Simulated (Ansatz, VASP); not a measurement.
One calculation of Nb2B, two programs

```
CELL_PARAMETERS angstrom
0.00000 2.81709 2.81709
2.81709 0.00000 2.81709
2.81709 2.81709 0.00000
ATOMIC_POSITIONS crystal
Nb 0.25000 0.25000 0.25000
Nb 0.75000 0.75000 0.75000
B 0.50000 0.50000 0.50000
```

Alike in both runs: functional PBE; k mesh 14 × 14 × 14; occupations gaussian, width 0.1 eV; no spin polarisation.

Ansatz relaxed the structure, and its values are those at the end. VASP's run is a single point on that final structure, the one shown.

```csv
,VASP,Ansatz
version,VASP 6.6.1,Ansatz 0.2.0
potentials or method,"VASP PAW PBE potentials, release 64 (Nb_sv, B), cutoff 520 eV","scalar-relativistic, plane waves, PAW"
valence electrons in the cell,29,29
```

|  | VASP | Ansatz | Ansatz less VASP |
| --- | --- | --- | --- |
| gap on the k mesh at the Fermi level (eV) | none | none | - |
| pressure (GPa) | -0.3 | 0.0 | +0.30 |

A gap of «none» marks a metal or a gap that the smearing closes.
